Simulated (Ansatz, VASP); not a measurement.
**BaTiO3: VASP beside Ansatz**

```
Ba Ti O
1.0
     3.94574    0.00000    0.00000
     0.00000    3.94574    0.00000
     0.00000    0.00000    3.96370
Ba Ti O
1 1 3
Direct
  0.00000 0.00000 0.00000
  0.50000 0.50000 0.49000
  0.50000 0.50000 0.01900
  0.50000 0.00000 0.51700
  0.00000 0.50000 0.51700
```

Alike in both runs: task single point; functional PBE; dispersion D4; k mesh 6 × 6 × 6; no spin polarisation.

```csv
,VASP,Ansatz
version,VASP 6.6.1,Ansatz 0.2.0
potentials or method,"VASP PAW PBE potentials, release 64 (Ba_sv, Ti_sv, O), cutoff 600 eV","plane waves, PAW"
occupations,"gaussian, width 0.01 eV",fixed
valence electrons in the cell,40,40
```

```tsv
	VASP	Ansatz	Ansatz less VASP
pressure (GPa)	8.8	6.9	-1.89
traceless stress, the component that is largest in VASP (GPa)	0.74	0.71	-0.033
```

Spin-orbit coupling is off throughout.
